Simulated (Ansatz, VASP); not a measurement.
**Ni in VASP and in Ansatz**

Contents of INCAR:

```
PREC = Accurate ; ENCUT = 520
EDIFF = 1E-6 ; ISMEAR = -1
SIGMA = 0.05 ; LREAL = F
LASPH = T ; NELM = 150
ALGO = Normal ; ISIF = 2
LWAVE = F ; LCHARG = F
ISPIN = 2 ; MAGMOM = 0.607
LORBIT = 11 ; LMAXMIX = 4
NBANDS = 15
```

KPOINTS

```
Automatic mesh
0
Gamma
  26 26 26
```

Contents of POSCAR:

```
Ni
1.0
    0.0000000000      1.7569635362      1.7569635362
    1.7569635362      0.0000000000      1.7569635362
    1.7569635362      1.7569635362      0.0000000000
Ni
1
Direct
    0.0000000000      0.0000000000      0.0000000000
```

Input for Ansatz:

```yaml
crystal:
  lattice:
    - [0.0, 1.7569639572, 1.7569639572]
    - [1.7569639572, 0.0, 1.7569639572]
    - [1.7569639572, 1.7569639572, 0.0]
  atoms:
    - { symbol: Ni, position: [0.0, 0.0, 0.0], spin: 0.607 }
hamiltonian:
  xc: lda
  pseudopotentials:
    kind: paw
    azcp:
      Ni: "pseudopotentials/Ni.paw.azcp"
basis:
  ecutwfc: 420
  fft_grid_basis: typed
kpoints:
  mp_grid: { grid: [26, 26, 26], shift: [0, 0, 0] }
magnetization:
  spin_polarized: true
scf:
  occupations: { method: fermi_dirac, width: 0.05 }
output:
  stress: true
```

Alike in both runs: task single point; functional LDA; k mesh 26 × 26 × 26; occupations fermi-dirac, width 0.05 eV; collinear spin.

|  | VASP | Ansatz |
| --- | --- | --- |
| version | VASP 6.6.1 | Ansatz 0.2.0 |
| potentials or method | VASP PAW LDA potentials, release 64 (Ni), cutoff 520 eV | plane waves (420 eV) with PAW, scalar-relativistic |
| valence electrons in the cell | 10 | 18 |

```csv
,VASP,Ansatz,Ansatz less VASP
pressure (GPa),-16.4,-16.5,-0.03
net moment per atom (μB),0.58,0.61,+0.024
size of the moment on the site where the two differ most (μB),0.59,0.64,+0.047
```

Ansatz warns that its potentials were made for another functional, while VASP's fit it. LDA's correlation is that of Perdew and Zunger in VASP and of Perdew and Wang (1992) in Ansatz. Site moments also hang on the region over which each program counts them. VASP's potentials hold 10 valence electrons a cell and Ansatz's 18, so a difference there can come from the potentials and not from the codes.
